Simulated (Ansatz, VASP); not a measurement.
# One calculation of SiC, two programs

```
Si C
1.0
     0.02700    2.17275    2.17275
     2.17275    0.02700    2.17275
     2.17275    2.17275    0.02700
Si C
1 1
Direct
  0.00068 0.00068 0.00068
  0.24932 0.24932 0.24932
```

Change from the starting cell: strained cell.

Alike in both runs: functional PBEsol; k mesh 9 × 9 × 9; occupations gaussian, width 0.02 eV; no spin polarisation.

Ansatz relaxed the structure, and its values are those at the end. VASP's run is a single point on that final structure, the one shown.

|  | VASP | Ansatz |
| --- | --- | --- |
| version | VASP 6.6.1 | Ansatz 0.2.0 |
| potentials or method | VASP PAW PBE potentials, release 64 (Si, C), cutoff 600 eV | scalar-relativistic, plane waves, PAW |
| valence electrons in the cell | 8 | 8 |

Ansatz gave:

- gap on the k mesh at the Fermi level (eV): 1.29
- least direct gap on the mesh (eV): 4.44
- pressure (GPa): 6.2

Problem. Estimate VASP's values.

Solution. gap on the k mesh at the Fermi level (eV): 1.28; least direct gap on the mesh (eV): 4.43; pressure (GPa): 6.5.

VASP's potentials were made for PBE, not for PBEsol. The functional is the same, so the differences come from potentials, cutoffs and numerics. Ansatz's warnings: stress scf threshold loose.
